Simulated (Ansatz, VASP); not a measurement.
## NbP: VASP beside Ansatz

The input INCAR:

```
SYSTEM = NbP
PREC = Accurate ; ENCUT = 520
EDIFF = 1E-6 ; ISMEAR = 0
SIGMA = 0.1 ; LREAL = .False.
LASPH = .True. ; NELM = 150
ALGO = Normal ; ISIF = 2
LWAVE = .False. ; LCHARG = .False.
ISPIN = 2 ; MAGMOM = 1 1 0 0
LORBIT = 11 ; LMAXMIX = 4
GGA = PE ; NBANDS = 30
```

File KPOINTS:

```
Automatic mesh
0
Gamma
  6 6 4
  0 0 0
```

File POSCAR:

```
NbP
1.0
    3.3144581000      0.0000000000      0.0000000000
   -1.6572290000      2.8704049000      0.0000000000
    0.0000000000      0.0000000000      6.7227340000
Nb P
2 2
Direct
    0.0000000000      0.0000000000      0.0000000000
    0.0000000000      0.0000000000      0.5000000000
    0.3333333000      0.6666667000      0.2500000000
    0.6666667000      0.3333333000      0.7500000000
```

Input for Ansatz:

```yaml
crystal:
  lattice:
    - [3.3144581, 0.0, 0.0]
    - [-1.657229, 2.8704049, 0.0]
    - [0.0, 0.0, 6.722734]
  atoms:
    - { symbol: Nb, position: [0.0, 0.0, 0.0], spin: 1.0 }
    - { symbol: Nb, position: [0.0, 0.0, 0.5], spin: 1.0 }
    - { symbol: P, position: [0.3333333, 0.6666667, 0.25] }
    - { symbol: P, position: [0.6666667, 0.3333333, 0.75] }
basis:
  ecutwfc: 420
kpoints:
  mp_grid: { grid: [6, 6, 4] }
hamiltonian:
  xc: pbe
scf:
  occupations: { method: gaussian, width: 0.1 }
  lower_state_search: "off"
output:
  forces: true
  stress: true
  eigenvalues: true
  populations: true
magnetization:
  spin_polarized: true
```

Change from the starting cell: relaxed end of: species swapped into the ScTe type (P6_3/mmc, No. 194).

Alike in both runs: task single point; functional PBE; k mesh 6 × 6 × 4; occupations gaussian, width 0.1 eV; collinear spin.

```csv
,VASP,Ansatz
version,VASP 6.6.1,Ansatz 0.2.0
potentials or method,"VASP PAW PBE potentials, release 64 (Nb_sv, P), cutoff 520 eV","scalar-relativistic, plane waves, PAW"
valence electrons in the cell,36,36
```

```tsv
	VASP	Ansatz	Ansatz less VASP
gap on the k mesh at the Fermi level (eV)	none	none	-
pressure (GPa)	-0.3	0.2	+0.42
traceless stress, the component that is largest in VASP (GPa)	0.20	0.25	+0.046
net moment per atom (μB)	0.00	0.00	0.000
```

A gap of «none» marks a metal or a gap that the smearing closes. Ansatz's warnings: seeded moment not kept.

The k mesh is coarse, so the values compare programs but aren't converged.
